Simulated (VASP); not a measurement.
# Ga2O3 (R-3c) in VASP: single point with LDA

Aim: the single point of Ga2O3 with LDA.

All numbers are computed with VASP 6.6.1; they aren't measurements. Logs are shortened: lines on timing, memory, paths and dates and some standing lists are left out, and cuts for length are marked.

**1. The cell of the first run**

Symmetry: R-3c, No. 167, trigonal system. The conventional cell has a = 4.999 Å, b = 4.999 Å, c = 13.501 Å, α = 90.00°, β = 90.00°, γ = 120.00°. Ga (site symmetry 3) has 6 O at 1.93 to 2.08 Å within 2.6 Å. Within 2.9 Å of O (site symmetry 2) lie 4 Ga at 1.93 to 2.08 Å and 8 O at 2.62 to 2.85 Å.

**2. Single point, LDA**

INCAR

```
PREC = Accurate
ENCUT = 910
EDIFF = 1E-6
ISMEAR = 0
SIGMA = 0.1
LREAL = False
LASPH = True
NELM = 120
ALGO = Normal
ISIF = 2
LWAVE = False
LCHARG = False
NBANDS = 55
GGA_COMPAT = False
```

KPOINTS

```
Automatic mesh
0
Gamma
  6 6 6
```

POSCAR

```
Ga2O3
1.0
    2.4997250000      1.4432169000      4.5003166700
   -2.4997250000      1.4432169000      4.5003166700
    0.0000000000     -2.8864338000      4.5003166700
Ga O
4 6
Direct
    0.8559600000      0.8559600000      0.8559600000
    0.6440400000      0.6440400000      0.6440400000
    0.1440400000      0.1440400000      0.1440400000
    0.3559600000      0.3559600000      0.3559600000
    0.0526000000      0.4474000000      0.7500000000
    0.7500000000      0.0526000000      0.4474000000
    0.4474000000      0.7500000000      0.0526000000
    0.9474000000      0.5526000000      0.2500000000
    0.2500000000      0.9474000000      0.5526000000
    0.5526000000      0.2500000000      0.9474000000
```

Potentials or basis: VASP PAW LDA potentials, release 64 (Ga_d, O_h).

On the command line:

```
cat potpaw_LDA.64/Ga_d/POTCAR potpaw_LDA.64/O_h/POTCAR > POTCAR
mpirun -np 1 vasp_std > vasp.out
```

OUTCAR:

```text
PREC = Accurate
   ENCUT = 910
   EDIFF = 1E-6
   ISMEAR = 0
   LREAL = False
   LASPH = True
   NELM = 120
   ISIF = 2

 ion  position               nearest neighbor table
   1  0.856  0.856  0.856-   9 1.93   8 1.93  10 1.93   7 2.08   6 2.08   5 2.08   2 2.86
   2  0.644  0.644  0.644-  10 1.93   8 1.93   9 1.93   6 2.08   7 2.08   5 2.08   1 2.86
   3  0.144  0.144  0.144-   6 1.93   5 1.93   7 1.93  10 2.08   9 2.08   8 2.08   4 2.86
   4  0.356  0.356  0.356-   7 1.93   5 1.93   6 1.93   9 2.08  10 2.08   8 2.08   3 2.86
   5  0.053  0.447  0.750-   3 1.93   4 1.93   1 2.08   2 2.08
   6  0.750  0.053  0.447-   3 1.93   4 1.93   2 2.08   1 2.08
   7  0.447  0.750  0.053-   4 1.93   3 1.93   1 2.08   2 2.08
   8  0.947  0.553  0.250-   1 1.93   2 1.93   3 2.08   4 2.08
   9  0.250  0.947  0.553-   1 1.93   2 1.93   4 2.08   3 2.08
  10  0.553  0.250  0.947-   2 1.93   1 1.93   3 2.08   4 2.08

  LATTYP: Found a trigonal (rhomboedric) cell.
 ALAT       =     5.3464334118
 COS(alpha) =     0.5627939752

  Lattice vectors:

 A1 = (   2.4997250000,   1.4432169000,   4.5003166700)
 A2 = (  -2.4997250000,   1.4432169000,   4.5003166700)
 A3 = (   0.0000000000,  -2.8864338000,   4.5003166700)

Analysis of symmetry for initial positions (statically):
=====================================================================
 Subroutine PRICEL returns:
 Original cell was already a primitive cell.

 Routine SETGRP: Setting up the symmetry group for a
 trigonal (rhombohedral) supercell.

 Subroutine GETGRP returns: Found 12 space group operations
 (whereof  6 operations were pure point group operations)
 out of a pool of 12 trial point group operations.

The static configuration has the point symmetry S_6 .
 The point group associated with its full space group is D_3d.

Analysis of symmetry for dynamics (positions and initial velocities):
=====================================================================
 Subroutine PRICEL returns:
 Original cell was already a primitive cell.

 Routine SETGRP: Setting up the symmetry group for a
 trigonal (rhombohedral) supercell.

 Subroutine GETGRP returns: Found 12 space group operations
 (whereof  6 operations were pure point group operations)
 out of a pool of 12 trial point group operations.

The dynamic configuration has the point symmetry S_6 .
 The point group associated with its full space group is D_3d.

 Subroutine INISYM returns: Found 12 space group operations
 (whereof  6 operations are pure point group operations),
 and found     1 'primitive' translations
[... 115 lines left out ...]
   IBRION =     -1    ionic relax: 0-MD 1-quasi-New 2-CG
   NFREE  =      0    steps in history (QN), initial steepest desc. (CG)
   ISIF   =      2    stress and relaxation
   ISYM   =      2    0-nonsym 1-usesym 2-fastsym
   POTIM  = 0.5000    time-step for ionic-motion
   TEBEG  =    0.0;   TEEND  =   0.0 temperature during run
   PSTRESS=    0.0 pullay stress
   NELECT =      88.0000    total number of electrons
   NUPDOWN=      -1.0000    fix difference up-down
   EMIN   =  10.00;   EMAX   =-10.00  energy-range for DOS
   EFERMI =   0.00;   METHOD = LEGACY
   ISMEAR =     0;   SIGMA  =   0.10  broadening in eV -4-tet -1-fermi 0-gaus
   EFERMI_NEDOS =   21; number of points for ismear=-14 and -15
   IALGO  =     38    algorithm
   IMIX   =      4    mixing-type and parameters
     AMIX     =   0.40;   BMIX     =  1.00
     AMIX_MAG =   1.60;   BMIX_MAG =  1.00
  volume/ion in A,a.u.               =       9.74        65.74
  Fermi-wavevector in a.u.,A,eV,Ry     =   1.582570  2.990624 34.076181  2.504529
  Thomas-Fermi vector in A             =   2.682473
   LORBIT       =      0    0 simple, 1 ext, 2 COOP (PROOUT), +10 PAW based schemes
   GGA     = CA    functional components
   LHFCALC =     F    Hartree Fock is set to
   AEXX    =    0.0000 exact exchange contribution
   IVDW    =     0    specifies the selected vdW correction
   LEPSILON=     F    determine dielectric tensor
   LRPA    =     F    only Hartree local field effects (RPA)
 non-spin polarized calculation
 Gauss-broadening in eV      SIGMA  =   0.10
  energy-cutoff  :      910.00
  volume of cell :       97.41
 maximum number of plane-waves:      6124
 NGX is ok and might be reduce to    54
   NGX = 27   NGY = 27   NGZ = 27

 number of electron      87.9999999 magnetization

 Free energy of the ion-electron system (eV)
  ---------------------------------------------------
  ext. energy  EPLUGINS =         0.00000000
  ---------------------------------------------------
  free energy    TOTEN  =       -68.28279064 eV

  energy without entropy =      -68.28279064  energy(sigma->0) =      -68.28279064

 E-fermi :   5.0829     XC(G=0): -12.7076

 val. band max:        4.6430249579   @ k =  -0.1667   0.1667   0.0000
 cond. band min:       7.3293799174   @ k =   0.0000   0.0000   0.0000
 fundamental gap:      2.6863549594
 Fermi energy:         5.0828500182

 k-point     1 :       0.0000    0.0000    0.0000
  band No.  band energies     occupation
      1     -14.0866      2.00000
      2     -12.0459      2.00000
      3     -12.0459      2.00000
      4     -12.0056      2.00000
      5     -11.9737      2.00000
      6     -11.9737      2.00000
[... 1381 lines left out ...]
     54      16.3985      0.00000
     55      16.7222      0.00000

 [... further k-points ...]
[... 5 lines left out ...]
  --------------------------------------------------------------------------------------
  -------------------------------------------------------------------------------------
  Total       -3.6224066     -3.6224066     -4.1430648     -0.0000000      0.0000000      0.0000000
  in kB      -59.5785067    -59.5785066    -68.1418854     -0.0000000      0.0000000      0.0000000
  external PRESSURE =     -62.4329662 kB  Pullay stress =       0.0000000 kB

 VOLUME and BASIS-vectors are now :
 -----------------------------------------------------------------------------
  energy-cutoff  :      910.00
  volume of cell :       97.41
      direct lattice vectors                 reciprocal lattice vectors
     2.499725000  1.443216900  4.500316670     0.200022002  0.115482757  0.074068862
    -2.499725000  1.443216900  4.500316670    -0.200022002  0.115482757  0.074068862
     0.000000000 -2.886433800  4.500316670     0.000000000 -0.230965514  0.074068862

 POSITION                                       TOTAL-FORCE (eV/Angst)
 -----------------------------------------------------------------------------------
      0.00000      0.00000     11.55627        -0.000000      0.000000     -0.074157
      0.00000      0.00000      8.69515        -0.000000      0.000000      0.074157
      0.00000      0.00000      1.94468        -0.000000      0.000000      0.074157
      0.00000      0.00000      4.80580        -0.000000      0.000000     -0.074157
     -0.98689     -1.44322      5.62540        -0.019723      0.000000      0.000000
      1.74331     -0.13306      5.62540         0.009861     -0.017080      0.000000
     -0.75642      1.57628      5.62540         0.009861      0.017080      0.000000
      0.98689      1.44322      7.87555         0.019723      0.000000      0.000000
     -1.74331      0.13306      7.87555        -0.009861      0.017080      0.000000
      0.75642     -1.57628      7.87555        -0.009861     -0.017080      0.000000
 -----------------------------------------------------------------------------------
    total drift:                                0.000000      0.000000     -0.000000

  FREE ENERGIE OF THE ION-ELECTRON SYSTEM (eV)
  ---------------------------------------------------
  free  energy   TOTEN  =       -68.2827906396 eV

  energy  without entropy=      -68.2827906396  energy(sigma->0) =      -68.28279064
```

OSZICAR:

```text
N       E                     dE             d eps       ncg     rms          rms(c)
DAV:   1     0.159886975525E+04    0.15989E+04   -0.55082E+04  4346   0.419E+03
DAV:   2     0.376455757259E+03   -0.12224E+04   -0.11489E+04  3528   0.112E+03
DAV:   3    -0.174669259229E+02   -0.39392E+03   -0.37614E+03  4369   0.350E+02
DAV:   4    -0.724382840372E+02   -0.54971E+02   -0.53789E+02  4212   0.124E+02
DAV:   5    -0.764505409824E+02   -0.40123E+01   -0.39766E+01  5112   0.324E+01    0.166E+01
DAV:   6    -0.683535025225E+02    0.80970E+01   -0.25005E+01  6401   0.574E+01    0.463E+00
DAV:   7    -0.684116320836E+02   -0.58130E-01   -0.31001E+00  4121   0.961E+00    0.318E+00
DAV:   8    -0.683096135910E+02    0.10202E+00   -0.51601E-01  5156   0.508E+00    0.129E+00
DAV:   9    -0.682820353587E+02    0.27578E-01   -0.13962E-01  5617   0.395E+00    0.146E-01
DAV:  10    -0.682827486229E+02   -0.71326E-03   -0.10882E-02  4987   0.964E-01    0.464E-02
DAV:  11    -0.682827822552E+02   -0.33632E-04   -0.11216E-03  4712   0.409E-01    0.255E-02
DAV:  12    -0.682827909524E+02   -0.86971E-05   -0.18553E-04  4477   0.997E-02    0.115E-02
DAV:  13    -0.682827909320E+02    0.20362E-07   -0.23212E-05  5368   0.307E-02    0.326E-03
DAV:  14    -0.682827906396E+02    0.29239E-06   -0.13302E-06  2468   0.981E-03
   1 F= -.68282791E+02 E0= -.68282791E+02  d E =-.623983E-11
```

It took 9.5 min on 1 thread of Intel Xeon Platinum 8259CL at 2.50GHz (Skylake/Cascade Lake), shared host; peak memory 0.48 GiB.

Results:

```
Free energy            : -68.2828 eV
Pressure               : -6.2 GPa
Largest force          : 0.074 eV/Å
Band gap on the k mesh : 2.69 eV (least direct gap 2.94 eV)
```

Forces in eV/Å, atoms in the order of the input:
```
Ga   0.000  0.000 -0.074
Ga   0.000  0.000  0.074
Ga   0.000  0.000  0.074
Ga   0.000  0.000 -0.074
O   -0.020  0.000  0.000
O    0.010 -0.017  0.000
O    0.010  0.017  0.000
O    0.020  0.000  0.000
O   -0.010  0.017  0.000
O   -0.010 -0.017  0.000
```

Stress tensor (GPa, compression positive):
```
-5.96  0.00  0.00
 0.00 -5.96  0.00
 0.00  0.00 -6.81
```

Levels at points of the mesh, in eV from the valence-band top:
| k point | band 42 | band 43 | band 44 | band 45 | band 46 | band 47 |
| --- | --- | --- | --- | --- | --- | --- |
| (0.00, 0.00, 0.00) | -0.31 | -0.25 | -0.25 | 2.69 | 6.41 | 6.60 |
| (0.50, 0.00, 0.00) | -1.00 | -0.16 | -0.16 | 6.20 | 6.20 | 6.51 |
| (0.50, 0.50, 0.00) | -0.72 | -0.26 | -0.15 | 6.36 | 6.53 | 7.34 |
| (0.50, 0.50, 0.50) | -0.30 | -0.30 | -0.30 | 5.70 | 5.70 | 7.57 |

Caveat: the cutoff is under 1.25 times the usual one of these potentials, so pressure, stress and relaxed cells hold a basis-set (Pulay) error; the cell stands under tension. A k mesh can miss the band edges.
